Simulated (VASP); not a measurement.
A run of VASP 6.6.1 is set up as follows.

Contents of INCAR:

```
SYSTEM = ZnS
PREC = Accurate
ENCUT = 520
EDIFF = 1E-6
ISMEAR = -1
SIGMA = 0.05
LREAL = .False.
LASPH = .True.
NELM = 100
ALGO = Normal
ISIF = 2
LWAVE = .False.
LCHARG = .False.
GGA = PS
NBANDS = 16
```

The input KPOINTS:

```
regular mesh
0
Gamma
  8 8 8
  0 0 0
```

The input POSCAR:

```
ZnS
1.0
    0.0000000000      2.6781340000      2.6781340000
    2.6781340000      0.0000000000      2.6781340000
    2.6781340000      2.6781340000      0.0000000000
Zn S
1 1
Direct
    0.0000000000      0.0000000000      0.0000000000
    0.2500000000      0.2500000000      0.2500000000
```

Potentials or basis: VASP PAW PBE potentials, release 64 (Zn, S).

Launch:

```console
$ cat potpaw_PBE.64/Zn/POTCAR potpaw_PBE.64/S/POTCAR > POTCAR
$ mpirun -np 1 vasp_std > vasp.out
```

(1) Estimate the band gap on the k mesh.

(2) Predict the pressure.

Answers

(1) 2.09 eV.

(2) 0.2 GPa.

Caveat: the PAW data sets were made with another functional, which shifts forces and pressure a little.
